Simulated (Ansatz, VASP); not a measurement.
# NiO in VASP and in Ansatz

```
Ni O
1.0
     0.00000    2.09131    2.09131
     2.09131    0.00000    2.09131
     2.09131    2.09131    0.00000
Ni O
1 1
Direct
  0.00000 0.00000 0.00000
  0.52761 0.52761 0.52761
```

Alike in both runs: task single point; functional PBE; k mesh 17 × 17 × 17; occupations fermi-dirac, width 0.03 eV; collinear spin.

```csv
,VASP,Ansatz
version,VASP 6.6.1,Ansatz 0.2.0
potentials or method,"VASP PAW PBE potentials, release 64 (Ni, O), cutoff 520 eV","all-electron LAPW, scalar-relativistic"
```

|  | VASP | Ansatz | Ansatz less VASP |
| --- | --- | --- | --- |
| pressure (GPa) | 9.6 | 10.0 | +0.38 |
| traceless stress, the component that is largest in VASP (GPa) | 0.13 | 0.18 | +0.047 |
| rms of the force components (eV/Å) | 0.242 | 0.227 | -0.0153 |
| net moment per atom (μB) | 0.97 | 0.99 | +0.013 |
| size of the moment on the site where the two differ most (μB) | 1.55 | 1.59 | +0.034 |

Site moments also hang on the region over which each program counts them. Atom by atom the forces differ by 0.015 eV/Å (rms over components). Ansatz ran all-electron here, and VASP with PAW potentials.
